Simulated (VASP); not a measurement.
# Al36H in VASP: further runs

The runs below take Al36H through single point, with PBE+D3(BJ).

Program: VASP 6.6.1. These are calculated values, not measurements. Logs are shortened: lines on timing, memory, paths and dates and some standing lists are left out, and cuts for length are marked.

## 1. The cell of the first run

The cell holds a slab with vacuum, 37 atoms: a = 5.629 Å, b = 5.629 Å, c = 35.807 Å, α = 90.00°, β = 90.00°, γ = 120.00°.

## 2. Single point, PBE+D3(BJ)

INCAR reads:

```
PREC = Accurate
ENCUT = 520
EDIFF = 1E-6
ISMEAR = 0
SIGMA = 0.1
LREAL = Auto
LASPH = T
NELM = 80
ALGO = Normal
ISIF = 2
LWAVE = F
LCHARG = F
LDIPOL = T
IDIPOL = 3
DIPOL = 0.5 0.5 0.378
GGA = PE
IVDW = 12
NBANDS = 78
```

KPOINTS reads:

```
regular mesh
0
Gamma
  6 6 1
```

POSCAR reads:

```
Al36H
1.0
    5.6288445221      0.0000000000      0.0000000000
   -2.8144222610      4.8747223501      0.0000000000
    0.0000000000      0.0000000000     35.8073562139
Al H
36 1
Direct
    0.1666666667      0.3333333333      0.1117088895
    0.1666666667      0.8333333333      0.1117088895
    0.6666666667      0.3333333333      0.1117088895
    0.6666666667      0.8333333333      0.1117088895
    0.0000000000      0.0000000000      0.1762280837
    0.0000000000      0.5000000000      0.1762280837
    0.5000000000      0.0000000000      0.1762280837
    0.5000000000      0.5000000000      0.1762280837
    0.3333333333      0.1666666667      0.2407472780
    0.3333333333      0.6666666667      0.2407472780
    0.8333333333      0.1666666667      0.2407472780
    0.8333333333      0.6666666667      0.2407472780
    0.0000000000      0.0000000000      0.3052664723
    0.0000000000      0.5000000000      0.3052664723
    0.5000000000      0.0000000000      0.3052664723
    0.5000000000      0.5000000000      0.3052664723
    0.1666666667      0.3333333333      0.3692823671
    0.1666666667      0.8333333333      0.3692823671
    0.6666666667      0.3333333333      0.3692823671
    0.6666666667      0.8333333333      0.3692823671
    0.0000000000      0.0000000000      0.4332765596
    0.0000000000      0.5000000000      0.4332765596
    0.5000000000      0.0000000000      0.4332765596
    0.5000000000      0.5000000000      0.4332765596
    0.3333333333      0.1666666667      0.4981718464
    0.3333333333      0.6666666667      0.4981718464
    0.8333333333      0.1666666667      0.4981718464
    0.8333333333      0.6666666667      0.4981718464
    0.0000000000      0.0000000000      0.5626837009
    0.0000000000      0.5000000000      0.5626837009
    0.5000000000      0.0000000000      0.5626837009
    0.5000000000      0.5000000000      0.5626837009
    0.1666666667      0.3333333333      0.6285679423
    0.1666666667      0.8333333333      0.6285679423
    0.6666666667      0.3333333333      0.6285679423
    0.6666666667      0.8333333333      0.6285679423
    0.1666666667      0.3333333333      0.6983859982
```

Potentials or basis: VASP PAW PBE potentials, release 64 (Al, H).

On the command line:

```console
> cat potpaw_PBE.64/Al/POTCAR potpaw_PBE.64/H/POTCAR > POTCAR
> mpirun -np 1 vasp_std > vasp.out
```

OUTCAR:

```text
PREC = Accurate
   ENCUT = 520
   EDIFF = 1E-6
   ISMEAR = 0
   LREAL = Auto
   LASPH = T
   NELM = 80
   ISIF = 2
   GGA = PE
   IVDW = 12
 IVDW          = 12

 ion  position               nearest neighbor table
   1  0.167  0.333  0.112-   2 2.81   2 2.81   3 2.81   3 2.81   4 2.81   4 2.81   5 2.82   8 2.82
                             6 2.82
   2  0.167  0.833  0.112-   1 2.81   1 2.81   4 2.81   4 2.81   3 2.81   3 2.81   6 2.82   7 2.82
                             5 2.82
   3  0.667  0.333  0.112-   4 2.81   4 2.81   1 2.81   1 2.81   2 2.81   2 2.81   7 2.82   6 2.82
                             8 2.82
   4  0.667  0.833  0.112-   3 2.81   3 2.81   2 2.81   2 2.81   1 2.81   1 2.81   8 2.82   5 2.82
                             7 2.82
   5  0.000  0.000  0.176-   6 2.81   6 2.81   7 2.81   7 2.81   8 2.81   8 2.81   1 2.82   4 2.82
                             2 2.82  12 2.82   9 2.82  11 2.82
   6  0.000  0.500  0.176-   5 2.81   5 2.81   8 2.81   8 2.81   7 2.81   7 2.81   2 2.82   3 2.82
                             1 2.82  11 2.82  10 2.82  12 2.82
   7  0.500  0.000  0.176-   8 2.81   8 2.81   5 2.81   5 2.81   6 2.81   6 2.81   3 2.82   2 2.82
                             4 2.82  10 2.82  11 2.82   9 2.82
   8  0.500  0.500  0.176-   7 2.81   7 2.81   6 2.81   6 2.81   5 2.81   5 2.81   4 2.82   1 2.82
                             3 2.82   9 2.82  12 2.82  10 2.82
   9  0.333  0.167  0.241-  10 2.81  10 2.81  11 2.81  11 2.81  12 2.81  12 2.81  16 2.82   8 2.82
[... 40 lines left out ...]
                            27 2.82  33 2.86  36 2.86  34 2.86
  30  0.000  0.500  0.563-  29 2.81  29 2.81  32 2.81  32 2.81  31 2.81  31 2.81  27 2.82  26 2.82
                            28 2.82  34 2.86  35 2.86  33 2.86
  31  0.500  0.000  0.563-  32 2.81  32 2.81  29 2.81  29 2.81  30 2.81  30 2.81  26 2.82  27 2.82
                            25 2.82  35 2.86  34 2.86  36 2.86
  32  0.500  0.500  0.563-  31 2.81  31 2.81  30 2.81  30 2.81  29 2.81  29 2.81  25 2.82  28 2.82
                            26 2.82  36 2.86  33 2.86  35 2.86
  33  0.167  0.333  0.629-  34 2.81  34 2.81  35 2.81  35 2.81  36 2.81  36 2.81  29 2.86  32 2.86
                            30 2.86
  34  0.167  0.833  0.629-  33 2.81  33 2.81  36 2.81  36 2.81  35 2.81  35 2.81  30 2.86  31 2.86
                            29 2.86
  35  0.667  0.333  0.629-  36 2.81  36 2.81  33 2.81  33 2.81  34 2.81  34 2.81  31 2.86  30 2.86
                            32 2.86
  36  0.667  0.833  0.629-  35 2.81  35 2.81  34 2.81  34 2.81  33 2.81  33 2.81  32 2.86  29 2.86
                            31 2.86
  37  0.167  0.333  0.698-

  LATTYP: Found a hexagonal cell.
 ALAT       =     5.6288445221
 C/A-ratio  =     6.3614043830

  Lattice vectors:

 A1 = (   5.6288445221,   0.0000000000,   0.0000000000)
 A2 = (  -2.8144222610,   4.8747223501,   0.0000000000)
 A3 = (   0.0000000000,   0.0000000000,  35.8073562139)

Analysis of symmetry for initial positions (statically):
=====================================================================
 Subroutine PRICEL returns:
 Original cell was already a primitive cell.

 Routine SETGRP: Setting up the symmetry group for a
 hexagonal supercell.

 Subroutine GETGRP returns: Found  6 space group operations
 (whereof  2 operations were pure point group operations)
 out of a pool of 24 trial point group operations.

The static configuration has the point symmetry C_1h.
 The point group associated with its full space group is C_3v.

Analysis of symmetry for dynamics (positions and initial velocities):
=====================================================================
 Subroutine PRICEL returns:
 Original cell was already a primitive cell.

 Routine SETGRP: Setting up the symmetry group for a
 hexagonal supercell.

 Subroutine GETGRP returns: Found  6 space group operations
 (whereof  2 operations were pure point group operations)
 out of a pool of 24 trial point group operations.

The dynamic configuration has the point symmetry C_1h.
 The point group associated with its full space group is C_3v.

 Subroutine INISYM returns: Found  6 space group operations
 (whereof  2 operations are pure point group operations),
 and found     1 'primitive' translations

----------------------------------------------------------------------------------------

                                     Primitive cell

  volume of cell :     982.5200

  direct lattice vectors                    reciprocal lattice vectors
[... 99 lines left out ...]
     0.000000000  0.000000000  0.027927222     0.000000000  0.000000000  1.000000000

  Length of vectors
     0.034189981  0.034189981  0.027927222

  Shift w.r.t. Gamma in fractional coordinates (k-lattice)
     0.000000000  0.000000000  0.000000000

 Subroutine IBZKPT returns following result:
 ===========================================

 Found      7 irreducible k-points:

 Following reciprocal coordinates:
            Coordinates               Weight
  0.000000  0.000000  0.000000      1.000000
  0.166667  0.000000  0.000000      6.000000
  0.333333 -0.000000  0.000000      6.000000
  0.500000 -0.000000  0.000000      3.000000
  0.166667  0.166667  0.000000      6.000000
  0.333333  0.166667  0.000000     12.000000
  0.333333  0.333333  0.000000      2.000000
   k-points           NKPTS =      7   k-points in BZ     NKDIM =      7   number of bands    NBANDS=     78
   number of dos      NEDOS =    301   number of ions     NIONS =     37
   total plane-waves  NPLWV = 476280
   dimension x,y,z NGX =    42 NGY =   42 NGZ =  270
   dimension x,y,z NGXF=    84 NGYF=   84 NGZF=  540
   ions per type =              36   1
   NGX,Y,Z   is equivalent  to a cutoff of  12.40, 12.40, 12.54 a.u.
   NGXF,Y,Z  is equivalent  to a cutoff of  24.81, 24.81, 25.07 a.u.
 SYSTEM =  unknown system
   PREC   = accura    normal or accurate (medium, high low for compatibility)
   ISTART =      0    job   : 0-new  1-cont  2-samecut
   ICHARG =      2    charge: 1-file 2-atom 10-const
   ISPIN  =      1    spin polarized calculation?
   LNONCOLLINEAR =      F non collinear calculations
   LSORBIT =      F    spin-orbit coupling
   LASPH  =      T    aspherical Exc in radial PAW
   ENCUT  =  520.0 eV  38.22 Ry    6.18 a.u.  10.47 10.47 66.58*2*pi/ulx,y,z
   NELM   =     80;   NELMIN=  2; NELMDL= -5     # of ELM steps
   EDIFF  = 0.1E-05   stopping-criterion for ELM
   LREAL  =      T    real-space projection
   EDIFFG = 0.1E-04   stopping-criterion for IOM
   NSW    =      0    number of steps for IOM
   IBRION =     -1    ionic relax: 0-MD 1-quasi-New 2-CG
   NFREE  =      0    steps in history (QN), initial steepest desc. (CG)
   ISIF   =      2    stress and relaxation
   ISYM   =      2    0-nonsym 1-usesym 2-fastsym
   POTIM  = 0.5000    time-step for ionic-motion
   TEBEG  =    0.0;   TEEND  =   0.0 temperature during run
   PSTRESS=    0.0 pullay stress
   NELECT =     109.0000    total number of electrons
   NUPDOWN=      -1.0000    fix difference up-down
   EMIN   =  10.00;   EMAX   =-10.00  energy-range for DOS
   EFERMI =   0.00;   METHOD = LEGACY
   ISMEAR =     0;   SIGMA  =   0.10  broadening in eV -4-tet -1-fermi 0-gaus
   EFERMI_NEDOS =   21; number of points for ismear=-14 and -15
   IALGO  =     38    algorithm
   IMIX   =      4    mixing-type and parameters
     AMIX     =   0.40;   BMIX     =  1.00
     AMIX_MAG =   1.60;   BMIX_MAG =  1.00
  volume/ion in A,a.u.               =      26.55       179.20
  Fermi-wavevector in a.u.,A,eV,Ry     =   0.786629  1.486513  8.419080  0.618785
  Thomas-Fermi vector in A             =   1.891206
   LORBIT       =      0    0 simple, 1 ext, 2 COOP (PROOUT), +10 PAW based schemes
   GGA     = PE    functional components
   LHFCALC =     F    Hartree Fock is set to
   AEXX    =    0.0000 exact exchange contribution
   IVDW    =    12    specifies the selected vdW correction
   LEPSILON=     F    determine dielectric tensor
   LRPA    =     F    only Hartree local field effects (RPA)
 non-spin polarized calculation
 Gauss-broadening in eV      SIGMA  =   0.10
  energy-cutoff  :      520.00
  volume of cell :      982.52
 maximum number of plane-waves:     26569
 NGX is ok and might be reduce to    42
   NGX = 21   NGY = 21   NGZ =133

 dipolmoment           0.000000      0.000000     -0.050824 electrons x Angstroem

 number of electron     109.0000001 magnetization

 dipolmoment           0.000000      0.000000      0.232164 electrons x Angstroem

 Free energy of the ion-electron system (eV)
  ---------------------------------------------------
  ext. energy  EPLUGINS =         0.00000000
  ---------------------------------------------------
  free energy    TOTEN  =      -133.25147487 eV

  energy without entropy =     -133.17558210  energy(sigma->0) =     -133.21352849

 E-fermi :   2.9175     XC(G=0):  -6.6373

 val. band max:        2.9144357443   @ k =   0.1667   0.0000   0.0000
 cond. band min:       2.9254961899   @ k =   0.1667   0.1667   0.0000
 fundamental gap:      0.0110604456
 Fermi energy:         2.9175354327

 k-point     1 :       0.0000    0.0000    0.0000
  band No.  band energies     occupation
      1      -8.3869      2.00000
      2      -8.1230      2.00000
      3      -7.7364      2.00000
      4      -7.1833      2.00000
      5      -6.5031      2.00000
      6      -5.6895      2.00000
[... 472 lines left out ...]
     65       5.5294      0.00000
     66       5.5309      0.00000
 [bands above 66 left out]

------------------------ aborting loop because EDIFF is reached ----------------------------------------

 vacuum level on the upper side and lower side of the slab       (xc-potential included)         0.574        -0.913

 Edisp (eV)  -11.28016

 E8    (eV) :    -5.1098

  FORCE on cell =-STRESS in cart. coord.  units (eV):
  Direction    XX          YY          ZZ          XY          YZ          ZX
  --------------------------------------------------------------------------------------
  -------------------------------------------------------------------------------------
  Total      -3.42523    -3.42523    -3.59443    -0.00000     0.00000     0.00000
  in kB      -5.58546    -5.58546    -5.86137    -0.00000     0.00000     0.00000
  external pressure =       -5.68 kB  Pullay stress =        0.00 kB

 VOLUME and BASIS-vectors are now :
 -----------------------------------------------------------------------------
  energy-cutoff  :      520.00
  volume of cell :      982.52
      direct lattice vectors                 reciprocal lattice vectors
     5.628844522  0.000000000  0.000000000     0.177656355  0.102569944  0.000000000
    -2.814422261  4.874722350  0.000000000     0.000000000  0.205139889  0.000000000
     0.000000000  0.000000000 35.807356214     0.000000000  0.000000000  0.027927222

 POSITION                                       TOTAL-FORCE (eV/Angst)
 -----------------------------------------------------------------------------------
      0.00000      1.62491      4.00000        -0.000000      0.000000     -0.111109
     -1.40721      4.06227      4.00000        -0.002855     -0.001648     -0.101440
      2.81442      1.62491      4.00000         0.000000      0.003297     -0.101440
      1.40721      4.06227      4.00000         0.002855     -0.001648     -0.101440
      0.00000      0.00000      6.31026         0.000000      0.053395      0.103907
     -1.40721      2.43736      6.31026         0.046242     -0.026698      0.103907
[... 29 lines left out ...]
      1.40721      4.06227     22.50736        -0.019687      0.011366     -0.014212
      0.00000      1.62491     25.00736        -0.000000      0.000000     -1.642455
 -----------------------------------------------------------------------------------
    total drift:                                0.000001     -0.000000     -0.055185

  FREE ENERGIE OF THE ION-ELECTRON SYSTEM (eV)
  ---------------------------------------------------
  free  energy   TOTEN  =      -144.5316355194 eV

  energy  without entropy=     -144.4557427567  energy(sigma->0) =     -144.49368914

 vacuum level on the upper side and lower side of the slab         8.384         6.875
```

It took 23 min on 1 thread of Intel Xeon 6975P-C (Granite Rapids), shared host; peak memory 1 GiB.

Results:

```
Free energy                : -144.5316 eV
Largest force              : 1.650 eV/Å
Band gap on the k mesh     : zero (an odd number of electrons rules out a gap without spin polarisation)
Dispersion energy per atom : -0.305 eV
```

Forces on the atoms (eV/Å):
```
Al   0.000  0.000 -0.111
Al  -0.003 -0.002 -0.101
Al   0.000  0.003 -0.101
Al   0.003 -0.002 -0.101
Al   0.000  0.053  0.104
Al   0.046 -0.027  0.104
Al   0.000  0.000  0.135
Al  -0.046 -0.027  0.104
Al  -0.025  0.014 -0.022
Al   0.000 -0.029 -0.022
Al   0.025  0.014 -0.022
Al   0.000  0.000 -0.023
Al   0.000  0.021  0.023
Al   0.018 -0.010  0.023
Al   0.000  0.000 -0.013
Al  -0.018 -0.010  0.023
Al   0.000  0.000  0.040
Al  -0.004 -0.002 -0.010
Al   0.000  0.005 -0.010
Al   0.004 -0.002 -0.010
Al   0.000  0.043  0.004
Al   0.037 -0.022  0.004
Al   0.000  0.000  0.077
Al  -0.037 -0.022  0.004
Al  -0.004  0.003 -0.029
Al   0.000 -0.005 -0.029
Al   0.004  0.003 -0.029
Al   0.000  0.000  0.035
Al   0.000 -0.016  0.013
Al  -0.014  0.008  0.013
Al   0.000  0.000 -0.052
Al   0.014  0.008  0.013
Al   0.000  0.000  1.650
Al   0.020  0.011 -0.014
Al   0.000 -0.023 -0.014
Al  -0.020  0.011 -0.014
H    0.000  0.000 -1.642
```

Levels at points of the mesh, in eV from the Fermi level:
```csv
k point,band 51,band 52,band 53,band 54,band 55,band 56,band 57,band 58,band 59,band 60
"(0.00, 0.00, 0.00)",-1.46,-1.28,-1.28,-1.20,-0.70,-0.55,-0.55,-0.47,-0.45,-0.45
"(0.50, 0.00, 0.00)",-0.25,-0.13,-0.12,-0.08,-0.04,0.28,0.44,0.44,0.51,0.67
```

(Continued in part 2 of 2.)

The gap in the log of VASP goes by the Fermi energy; the results here count the filled bands.